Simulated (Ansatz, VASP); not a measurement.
# Two plane-wave programs on HfN

INCAR

```
SYSTEM = HfN
PREC = Accurate ; ENCUT = 520
EDIFF = 1E-6 ; ISMEAR = 0
SIGMA = 0.15 ; LREAL = .False.
LASPH = .True. ; NELM = 100
ALGO = Normal ; ISIF = 2
LWAVE = .False. ; LCHARG = .True.
GGA = PE ; LELF = .True.
LVHAR = .True. ; NBANDS = 14
```

Contents of KPOINTS:

```
Automatic mesh
0
Gamma
  18 18 18
  0 0 0
```

POSCAR

```
HfN
1.0
    0.0000000000      2.1686400000      2.0782800000
    2.1686400000      0.0000000000      2.0782800000
    2.1686400000      2.1686400000      0.0000000000
Hf N
1 1
Direct
    0.0000000000      0.0000000000      0.0000000000
    0.5000000000      0.5000000000      0.5000000000
```

Input for Ansatz:

```yaml
crystal:
  lattice:
    - [0.0, 2.16864, 2.07828]
    - [2.16864, 0.0, 2.07828]
    - [2.16864, 2.16864, 0.0]
  atoms:
    - { symbol: Hf, position: [0.0, 0.0, 0.0] }
    - { symbol: "N", position: [0.5, 0.5, 0.5] }
basis:
  ecutwfc: 420
kpoints:
  mp_grid: { grid: [18, 18, 18] }
hamiltonian:
  xc: pbe
scf:
  occupations: { method: gaussian, width: 0.15 }
output:
  forces: true
  stress: true
  eigenvalues: true
```

Change from the starting cell: strain -0.040 along x and y, -0.080 along z, atoms carried along.

Alike in both runs: task single point; functional PBE; k mesh 18 × 18 × 18; occupations gaussian, width 0.15 eV; no spin polarisation.

|  | VASP | Ansatz |
| --- | --- | --- |
| version | VASP 6.6.1 | Ansatz 0.2.0 |
| potentials or method | VASP PAW PBE potentials, release 64 (Hf_pv, N), cutoff 520 eV | scalar-relativistic, plane waves, PAW |
| valence electrons in the cell | 15 | 31 |

```tsv
	VASP	Ansatz	Ansatz less VASP
gap on the k mesh at the Fermi level (eV)	none	none	-
pressure (GPa)	71.4	73.8	+2.31
traceless stress, the component that is largest in VASP (GPa)	30.63	30.29	-0.334
```

A gap of «none» marks a metal or a gap that the smearing closes. Both programs put the cell under a high pressure, so it lies far from rest at this level. VASP's potentials hold 15 valence electrons a cell and Ansatz's 31, so a difference there can come from the potentials and not from the codes.

Spin-orbit coupling is off throughout. Noted on VASP's run: the cell as given lies far from equilibrium.
